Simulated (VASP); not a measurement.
Here is a VASP 6.6.1 calculation.

Contents of INCAR:

```
SYSTEM = RuCl2
PREC = Accurate
ENCUT = 520
EDIFF = 1E-7
ISMEAR = -1
SIGMA = 0.05
LREAL = .False.
LASPH = .True.
NELM = 80
ALGO = Normal
ISIF = 2
LWAVE = .False.
LCHARG = .False.
GGA = PE
NBANDS = 21
```

The input KPOINTS:

```
regular mesh
0
Gamma
  9 9 5
  0 0 0
```

Contents of POSCAR:

```
RuCl2
1.0
    3.5258668328      0.0000000000      0.0000000000
   -1.7629334164      3.0534902433      0.0000000000
    0.0000000000      0.0000000000      5.6879549759
Ru Cl
1 2
Direct
    0.0000000000      0.0000000000      0.0000000000
    0.3333333333      0.6666666667      0.2520000000
    0.6666666667      0.3333333333      0.7480000000
```

Potentials or basis: VASP PAW PBE potentials, release 64 (Ru_pv, Cl).

Run with:

```bash
$ cat potpaw_PBE.64/Ru_pv/POTCAR potpaw_PBE.64/Cl/POTCAR > POTCAR
$ mpirun -np 1 vasp_std > vasp.out
```

Problem. Predict the largest force.

Solution. 1.505 eV/Å.

Problem. What does it give for the pressure?

Solution. -4.8 GPa.

Problem. Predict the band gap on the k mesh.

Solution. 0.62 eV (least direct gap 0.81 eV).

Forces on the atoms (eV/Å):
```
Ru   0.000  0.000  0.000
Cl   0.000  0.000 -1.505
Cl   0.000  0.000  1.505
```

Caveat: the cell stands under tension; an odd mesh through Γ misses points on the zone boundary, where band edges can lie; forces of over 1 eV/Å act on the atoms, so gaps and moduli don't describe the material at rest.
